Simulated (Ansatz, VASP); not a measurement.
**One calculation of Cu, two programs**

```
Cu
1.0
    -1.46310    1.46310    1.27405
     1.46310   -1.46310    1.27405
     1.46310    1.46310   -1.27405
Cu
1
Direct
  0.00000 0.00000 0.00000
```

Alike in both runs: task single point; functional LDA; k mesh 22 × 22 × 22; occupations gaussian, width 0.15 eV; no spin polarisation.

|  | VASP | Ansatz |
| --- | --- | --- |
| version | VASP 6.6.1 | Ansatz 0.2.0 |
| potentials or method | VASP PAW LDA potentials, release 64 (Cu), cutoff 520 eV | scalar-relativistic, plane waves, PAW |
| valence electrons in the cell | 11 | 19 |

|  | VASP | Ansatz | Ansatz less VASP |
| --- | --- | --- | --- |
| gap on the k mesh at the Fermi level (eV) | none | none | - |
| pressure (GPa) | 1.8 | 0.9 | -0.92 |
| traceless stress, the component that is largest in VASP (GPa) | 2.08 | 2.02 | -0.061 |

Ansatz warns that its potentials were made for another functional, while VASP's fit it. LDA's correlation is that of Perdew and Zunger in VASP and of Perdew and Wang (1992) in Ansatz. A gap of «none» marks a metal or a gap that the smearing closes. VASP's potentials hold 11 valence electrons a cell and Ansatz's 19, so a difference there can come from the potentials and not from the codes.
